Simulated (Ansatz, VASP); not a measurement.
K3SBr: VASP beside Ansatz

INCAR

```
SYSTEM = K3SBr
ALGO = Normal ; EDIFF = 1E-6
ENCUT = 520 ; GGA = PE
ISIF = 2 ; ISMEAR = 0
LASPH = .TRUE. ; LCHARG = .FALSE.
LREAL = .FALSE. ; LWAVE = .FALSE.
NBANDS = 28 ; NELM = 80
PREC = Accurate ; SIGMA = 0.01
```

KPOINTS

```
k-points
0
G
  4 4 4
  0 0 0
```

POSCAR

```
K3SBr
1.0
    6.0505524546      0.0000000000      0.0000000000
    0.0000000000      6.0505524546      0.0000000000
    0.0000000000      0.0000000000      6.0505524546
Br S K
1 1 3
Direct
    0.0000000000      0.0000000000      0.0000000000
    0.5000000000      0.5000000000      0.5000000000
    0.5000000000      0.5000000000      0.0000000000
    0.5000000000      0.0000000000      0.5000000000
    0.0000000000      0.5000000000      0.5000000000
```

Input for Ansatz:

```yaml
crystal:
  lattice:
    - [6.0505524546, 0.0, 0.0]
    - [0.0, 6.0505524546, 0.0]
    - [0.0, 0.0, 6.0505524546]
  atoms:
    - { symbol: Br, position: [0.0, 0.0, 0.0] }
    - { symbol: S, position: [0.5, 0.5, 0.5] }
    - { symbol: K, position: [0.5, 0.5, 0.0] }
    - { symbol: K, position: [0.5, 0.0, 0.5] }
    - { symbol: K, position: [0.0, 0.5, 0.5] }
kpoints:
  mp_grid: { grid: [4, 4, 4] }
hamiltonian:
  xc: pbe
scf:
  occupations: { method: fixed }
  n_extra_bands: 5
output:
  forces: true
  stress: true
  eigenvalues: true
```

Alike in both runs: task single point; functional PBE; k mesh 4 × 4 × 4; no spin polarisation.

|  | VASP | Ansatz |
| --- | --- | --- |
| version | VASP 6.6.1 | Ansatz 0.2.0 |
| potentials or method | VASP PAW PBE potentials, release 64 (Br, S, K_sv) | plane waves, PAW |
| plane-wave cutoff (eV) | 520 | 420 |
| occupations | gaussian, width 0.01 eV | fixed |
| valence electrons in the cell | 40 | 40 |

```tsv
	VASP	Ansatz	Ansatz less VASP
gap on the k mesh at the Fermi level (eV)	1.71	1.72	+0.003
pressure (GPa)	-0.3	-0.3	-0.02
```
